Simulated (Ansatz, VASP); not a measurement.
## SnO2 in VASP and in Ansatz

File INCAR:

```
PREC = Accurate ; ENCUT = 520
EDIFF = 1E-6 ; ISMEAR = 0
SIGMA = 0.05 ; LREAL = F
LASPH = T ; NELM = 100
ALGO = Normal ; ISIF = 2
LWAVE = F ; LCHARG = T
LELF = T ; LVHAR = T
NBANDS = 20
```

Contents of KPOINTS:

```
Automatic mesh
0
Gamma
  12 12 12
```

Contents of POSCAR:

```
SnO2
1.0
    1.6170930752      0.9336291223      4.7285836952
   -1.6170930752      0.9336291223      4.7285836952
    0.0000000000     -1.8672582446      4.7285836952
Sn O
1 2
Direct
    0.5000000000      0.5000000000      0.5000000000
    0.2371700000      0.2371700000      0.2371700000
    0.7628300000      0.7628300000      0.7628300000
```

Input for Ansatz:

```yaml
crystal:
  lattice:
    - [1.6170930752, 0.9336291223, 4.7285836952]
    - [-1.6170930752, 0.9336291223, 4.7285836952]
    - [0.0, -1.8672582446, 4.7285836952]
  atoms:
    - { symbol: Sn, position: [0.5, 0.5, 0.5] }
    - { symbol: O, position: [0.23717, 0.23717, 0.23717] }
    - { symbol: O, position: [0.76283, 0.76283, 0.76283] }
basis:
  ecutwfc: 420
kpoints:
  mp_grid: { grid: [12, 12, 12] }
hamiltonian:
  xc: lda
scf:
  occupations: { method: gaussian, width: 0.05 }
output:
  forces: true
  stress: true
  eigenvalues: true
```

Change from the starting cell: strain -0.0150 x Voigt [0, 0, 1, 0, 0, 0], atoms carried along.

Alike in both runs: task single point; functional LDA; k mesh 12 × 12 × 12; occupations gaussian, width 0.05 eV; no spin polarisation.

|  | VASP | Ansatz |
| --- | --- | --- |
| version | VASP 6.6.1 | Ansatz 0.2.0 |
| potentials or method | VASP PAW LDA potentials, release 64 (Sn_d, O), cutoff 520 eV | scalar-relativistic, plane waves, PAW |
| valence electrons in the cell | 26 | 26 |

|  | VASP | Ansatz | Ansatz less VASP |
| --- | --- | --- | --- |
| gap on the k mesh at the Fermi level (eV) | 1.76 | 1.76 | +0.001 |
| least direct gap on the mesh (eV) | 1.89 | 1.89 | -0.005 |
| pressure (GPa) | -7.4 | -8.1 | -0.70 |
| traceless stress, the component that is largest in VASP (GPa) | 1.54 | 2.05 | +0.509 |
| rms of the force components (eV/Å) | 0.200 | 0.228 | +0.0277 |

LDA's correlation is that of Perdew and Zunger in VASP and of Perdew and Wang (1992) in Ansatz. Atom by atom the forces differ by 0.028 eV/Å (rms over components).
